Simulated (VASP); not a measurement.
A run of VASP 6.6.1 is set up as follows.

INCAR

```
SYSTEM = ZrN
ALGO = Normal
EDIFF = 1E-6
ENCUT = 600
GGA = PS
GGA_COMPAT = .False.
ISIF = 2
ISMEAR = -1
LASPH = .True.
LCHARG = .False.
LREAL = .False.
LWAVE = .False.
NBANDS = 16
NELM = 120
PREC = Accurate
SIGMA = 0.1
```

Contents of KPOINTS:

```
k-points
0
Gamma
  11 11 11
  0 0 0
```

File POSCAR:

```
ZrN
1.0
    0.0000000000      2.3000000000      2.3000000000
    2.3000000000      0.0000000000      2.3000000000
    2.3000000000      2.3000000000      0.0000000000
Zr N
1 1
Direct
    0.5000000000      0.5000000000      0.5000000000
    0.0000000000      0.0000000000      0.0000000000
```

Potentials or basis: VASP PAW PBE potentials, release 64 (Zr_sv, N).

Launch:

```console
$ cat potpaw_PBE.64/Zr_sv/POTCAR potpaw_PBE.64/N/POTCAR > POTCAR
$ mpirun -np 1 vasp_std > vasp.out
```

Question: Estimate the pressure.

Answer: -7.5 GPa.

Caveat: the PAW data sets were made with another functional, which shifts forces and pressure a little.
